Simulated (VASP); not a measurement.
The system is YSc.

```
Y Sc
1.0
     3.50009    0.00000    0.00000
    -1.75004    3.03116    0.00000
     0.00000    0.00000    5.40788
Y Sc
1 1
Direct
  0.00000 0.00000 0.00000
  0.33333 0.66667 0.50000
```

| Quantity | Value |
| --- | --- |
| Program | VASP 6.6.1 |
| Task | relaxation of cell and atoms |
| Functional | LDA |
| Potentials or basis | VASP PAW LDA potentials, release 64 (Y_sv, Sc_sv) |
| Cutoff | 600 eV |
| k mesh | 15 × 15 × 8 |
| Occupations | gaussian, width 0.1 eV |
| Spin | no spin polarisation |

At the start: pressure -4.1 GPa; volume 28.69 Å³/atom.

Question: Where does the relaxation end?

Answer: Over 8 steps the energy falls by 34.9 meV/atom and the volume is 26.14 Å³/atom (-8.9 %); space group P-6m2 (No. 187, to 0.05 Å).

Step by step:
```tsv
step	energy change (eV)	largest force (eV/Å)	pressure (GPa)	volume (Å³)
1	0.0000	0.0000	-4.12	57.37
2	-0.0677	0.0000	0.82	51.47
3	-0.0698	0.0000	0.02	52.27
4	-0.0698	0.0000	-0.08	52.36
5	-0.0698	0.0000	-0.08	52.36
6	-0.0698	0.0000	-0.08	52.36
7	-0.0698	0.0000	-0.04	52.32
8	-0.0698	0.0000	0.01	52.27
```

Final structure:
```xyz
2
Lattice="3.3969 0.0000 0.0000 -1.6984 2.9418 0.0000 0.0000 0.0000 5.2307" Properties=species:S:1:pos:R:3 pbc="T T T"
Y     0.0000    0.0000    0.0000
Sc    0.0000    1.9612    2.6154
```
